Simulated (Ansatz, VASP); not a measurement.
## Two plane-wave programs on Au

INCAR

```
SYSTEM = Au
PREC = Accurate
ENCUT = 520
EDIFF = 1E-7
ISMEAR = 0
SIGMA = 0.15
LREAL = .FALSE.
LASPH = .TRUE.
NELM = 100
ALGO = Fast
ISIF = 2
LWAVE = .FALSE.
LCHARG = .FALSE.
GGA = PS
NBANDS = 12
```

KPOINTS

```
regular mesh
0
G
  20 20 20
  0 0 0
```

File POSCAR:

```
Au
1.0
   -1.6821280350      1.6821280350      1.6075509300
    1.6821280350     -1.6821280350      1.6075509300
    1.6821280350      1.6821280350     -1.6075509300
Au
1
Direct
    0.0000000000      0.0000000000      0.0000000000
```

Input for Ansatz:

```yaml
crystal:
  lattice:
    - [-1.682128035, 1.682128035, 1.60755093]
    - [1.682128035, -1.682128035, 1.60755093]
    - [1.682128035, 1.682128035, -1.60755093]
  atoms:
    - { symbol: Au, position: [0.0, 0.0, 0.0] }
basis:
  ecutwfc: 420
kpoints:
  mp_grid: { grid: [20, 20, 20] }
hamiltonian:
  xc: pbesol
scf:
  occupations: { method: gaussian, width: 0.15 }
output:
  forces: true
  stress: true
  eigenvalues: true
```

Change from the starting cell: strain +0.015 along x and y, -0.030 along z, atoms carried along.

Alike in both runs: task single point; functional PBEsol; k mesh 20 × 20 × 20; occupations gaussian, width 0.15 eV; no spin polarisation.

|  | VASP | Ansatz |
| --- | --- | --- |
| version | VASP 6.6.1 | Ansatz 0.2.0 |
| potentials or method | VASP PAW PBE potentials, release 64 (Au), cutoff 520 eV | scalar-relativistic, plane waves, PAW |
| valence electrons in the cell | 11 | 19 |

|  | VASP | Ansatz | Ansatz less VASP |
| --- | --- | --- | --- |
| gap on the k mesh at the Fermi level (eV) | none | none | - |
| pressure (GPa) | -9.5 | -9.3 | +0.19 |
| traceless stress, the component that is largest in VASP (GPa) | -0.31 | -0.30 | +0.004 |

VASP's potentials were made for PBE, not for PBEsol. A gap of «none» marks a metal or a gap that the smearing closes. VASP's potentials hold 11 valence electrons a cell and Ansatz's 19, so a difference there can come from the potentials and not from the codes.

Spin-orbit coupling is off throughout.
